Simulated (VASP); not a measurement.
Runs of VASP 6.6.1 on Pb. The structure is that of space group Fm-3m (No. 225), or close to it. The cells are those of the table. 

```tsv
cell	gap on the mesh (eV)	pressure (GPa)
a = 3.528 Å, angles 60.0°, 1 atom	none	(b)
a = 3.574 Å, angles 60.0°, 1 atom	none	-1.7
a = 3.551 Å, angles 60.0°, 1 atom	none	-0.9
a = 3.480 Å, angles 60.0°, 1 atom	none	(a)
a = 3.504 Å, angles 60.0°, 1 atom	none	1.0
```

Alike in all rows: task single point; level r2SCAN; potentials or basis VASP PAW PBE potentials, release 64 (Pb_d); no spin polarisation; k mesh 16 × 16 × 16; cutoff (eV) 520; smearing gaussian 0.05 eV.

Fill in the values left out.

(a) 2.1; (b) 0.0.

Caveats: the PAW data sets were made with another functional, which shifts forces and pressure a little; spin-orbit coupling is left out, which moves the levels of the heavy elements.

A k mesh can miss the band edges, and the runs leave out spin-orbit coupling on Pb.

A gap of «none» marks levels without a gap at the run's occupations.
